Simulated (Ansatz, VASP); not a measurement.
# One calculation of HfO2, two programs

```
Hf O
1.0
     5.11800    0.00000    0.00000
     0.00000    5.18570    0.00000
    -0.85866    0.00000    5.21387
Hf O
4 8
Direct
  0.27550 0.46030 0.70800
  0.72450 0.96030 0.79200
  0.72450 0.53970 0.29200
  0.27550 0.03970 0.20800
  0.07420 0.16840 0.84670
  0.92580 0.66840 0.65330
  0.92580 0.83160 0.15330
  0.07420 0.33160 0.34670
  0.44870 0.74190 0.98010
  0.55130 0.24190 0.51990
  0.55130 0.25810 0.01990
  0.44870 0.75810 0.48010
```

Alike in both runs: task single point; functional PBE; k mesh 4 × 4 × 4; occupations fermi-dirac, width 0.05 eV; no spin polarisation.

```csv
,VASP,Ansatz
version,VASP 6.6.1,Ansatz 0.2.0
potentials or method,"VASP PAW PBE potentials, release 64 (Hf_pv, O)",Ansatz PAW
plane-wave cutoff (eV),520,420
valence electrons in the cell,88,152
```

```tsv
	VASP	Ansatz	Ansatz less VASP
gap on the k mesh at the Fermi level (eV)	4.11	4.15	+0.040
least direct gap on the mesh (eV)	4.20	4.25	+0.044
pressure (GPa)	2.7	5.9	+3.21
traceless stress, the component that is largest in VASP (GPa)	-0.68	-0.64	+0.040
rms of the force components (eV/Å)	0.169	0.186	+0.0176
```

Atom by atom the forces differ by 0.034 eV/Å (rms over components). With one functional, cell and mesh, what is left measures potentials, basis and numerics. VASP's potentials hold 88 valence electrons a cell and Ansatz's 152, so a difference there can come from the potentials and not from the codes.

Neither program's run includes spin-orbit coupling.
